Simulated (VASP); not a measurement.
## ScAl: single point with LDA+U

The system is ScAl.

```
Sc Al
1.0
     3.26924    0.00000    0.00000
     0.00000    3.26924    0.00000
     0.00000    0.00000    3.26924
Sc Al
1 1
Direct
  0.50000 0.50000 0.50000
  0.00000 0.00000 0.00000
```

```json
{"Program": "VASP 6.6.1", "Task": "single point", "Functional": "LDA", "Potentials or basis": "VASP PAW LDA potentials, release 64 (Sc_sv, Al)", "Cutoff": "520 eV", "k mesh": "14 × 14 × 14", "Occupations": "gaussian, width 0.15 eV", "Spin": "no spin polarisation", "Hubbard terms": "Sc d U = 3.0 eV", "Dipole correction": "no", "Further INCAR settings": "ALGO = Normal; EDIFF = 1e-06; NBANDS = 14"}
```

The pressure is 8.7 GPa and the band gap on the k mesh is zero (band 7 reaches 7.35 eV, above the bottom of band 8 at 5.95 eV).

Levels at points of the mesh, in eV from the Fermi level:
| k point | band 3 | band 4 | band 5 | band 6 | band 7 | band 8 | band 9 | band 10 | band 11 | band 12 |
| --- | --- | --- | --- | --- | --- | --- | --- | --- | --- | --- |
| (0.00, 0.00, 0.00) | -28.41 | -28.41 | -9.09 | -0.77 | -0.77 | 3.22 | 3.22 | 3.22 | 3.82 | 3.82 |
| (0.50, 0.00, 0.00) | -28.39 | -28.39 | -6.02 | -5.03 | 0.34 | 0.96 | 0.96 | 3.50 | 4.39 | 5.93 |
| (0.50, 0.50, 0.00) | -28.62 | -28.37 | -5.00 | -2.13 | -2.13 | -1.01 | 1.82 | 1.82 | 4.30 | 5.60 |
| (0.50, 0.50, 0.50) | -28.59 | -28.59 | -2.80 | -2.80 | -2.80 | -0.31 | 2.84 | 2.84 | 2.84 | 4.38 |

Eigenvalues of the final occupation matrices:
```csv
site,spin,trace,eigenvalues
site 1 d,1,0.53,0.10 0.10 0.10 0.12 0.12
site 1 d,2,0.53,0.10 0.10 0.10 0.12 0.12
```

It took 37 s on 1 thread of Intel(R) Xeon(R) Platinum 8375C CPU @ 2.90GHz (Ice Lake), with other jobs on the host, peak memory 0.17 GiB.

Caveat: U without spin polarisation on a metal has little footing; the U is typed as a test and isn't derived for this compound.
